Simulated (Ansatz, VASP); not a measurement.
**CuAu: VASP beside Ansatz**

```
Cu Au
1.0
     2.95882    0.00000    0.00000
     0.00000    2.95882    0.00000
     0.00000    0.00000    3.87817
Cu Au
1 1
Direct
  0.50000 0.50000 0.50000
  0.00000 0.00000 0.00000
```

Alike in both runs: task single point; functional RPBE; k mesh 6 × 6 × 4; no spin polarisation.

```csv
,VASP,Ansatz
version,VASP 6.6.1,Ansatz 0.2.0
potentials or method,"VASP PAW PBE potentials, release 64 (Cu, Au), cutoff 520 eV","scalar-relativistic, plane waves, PAW"
occupations,"fermi-dirac, width 0.00861733 eV",fermi-dirac
valence electrons in the cell,22,38
```

|  | VASP | Ansatz | Ansatz less VASP |
| --- | --- | --- | --- |
| gap on the k mesh at the Fermi level (eV) | none | none | - |
| pressure (GPa) | -8.6 | -8.5 | +0.11 |
| traceless stress, the component that is largest in VASP (GPa) | -0.50 | -0.54 | -0.042 |

VASP's potentials were made for PBE, not for RPBE. A gap of «none» marks a metal or a gap that the smearing closes. VASP's potentials hold 22 valence electrons a cell and Ansatz's 38, so a difference there can come from the potentials and not from the codes.

The k mesh is coarse, so the values compare programs but aren't converged. Neither program's run includes spin-orbit coupling.
